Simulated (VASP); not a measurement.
Runs of VASP 6.6.1 on B5N. The structure is that of space group P6/mmm (No. 191), or close to it. The cells are those of the table. The cell was built from a structure type or drawn by symmetry, and may not be a known phase.

```tsv
task	spin	cell	k mesh	cutoff (eV)	gap on the mesh (eV)	pressure (GPa)
single point	off	a = 3.296, b = 3.296, c = 5.785 Å, angles 90.0, 90.0, 120.0°, 6 atoms	6 × 6 × 6	520	none	0.0
single point	collinear, ferromagnetic start	a = 3.296, b = 3.296, c = 5.785 Å, angles 90.0, 90.0, 120.0°, 6 atoms	6 × 6 × 4	520	none	(a)
single point	off	a = 3.296, b = 3.296, c = 5.502 Å, angles 90.0, 90.0, 120.0°, 6 atoms	12 × 12 × 8	520	none	-0.1
relaxation of cell and atoms	off	relaxed from a = 3.296, b = 3.296, c = 5.785 Å, angles 90.0, 90.0, 120.0°, 6 atoms	12 × 12 × 8	600	none	0.0
```

Alike in all rows: level PBE; potentials or basis VASP PAW PBE potentials, release 64 (B, N); smearing gaussian 0.1 eV.

**Question.** Estimate the missing entries.

**Answer.** (a) -0.2.

Caveats: some runs use coarse meshes; this functional lacks dispersion, which binds the layers, so the pressure and a relaxed spacing across them are unreliable (at least some runs).

A gap of «none» marks levels without a gap at the run's occupations.
